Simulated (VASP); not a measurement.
## H: electric field gradients with PBE

Crystal: H.

```
H
1.0
     1.94509    0.00000    0.00000
    -0.97255    1.68450    0.00000
     0.00000    0.00000    1.91733
H
2
Cartesian
  0.0000 1.1230 0.4793
  0.9725 0.5615 1.4380
```

This cell differs from its parent crystal: volume scaled by 1.02.

```yaml
Program: VASP 6.6.1
Task: electric field gradients
Functional: PBE
Potentials_or_basis: VASP PAW PBE potentials, release 64 (H)
Cutoff: 520 eV
k_mesh: 17 × 17 × 9
Occupations: fermi-dirac, width 0.05 eV
Spin: no spin polarisation
Dipole_correction: no
Further_INCAR_settings: ALGO = Normal; EDIFF = 1e-08; NBANDS = 8
```

- Pressure: -2.3 GPa
- Band gap on the k mesh: zero (band 1 reaches 6.42 eV, above the bottom of band 2 at -1.24 eV)

Stress tensor (GPa, compression positive):
```
-2.24  0.00  0.00
 0.00 -2.24  0.00
 0.00  0.00 -2.55
```

Levels at points of the mesh, in eV from the Fermi level:
```
           k point  band 1  band 2  band 3  band 4  band 5  band 6
(0.00, 0.00, 0.00)  -16.00   16.36   27.77   35.65   38.07   38.50
```

Wall time 3.2 s on 1 thread of Intel(R) Xeon(R) 6975P-C (Granite Rapids), on a shared host, peak memory 0.11 GiB.

Caveat: the k points lie up to 0.36 Å⁻¹ apart; without QUAD_EFG the Cq values of the log hold for a quadrupole moment of 1 mb, not for the nuclei.
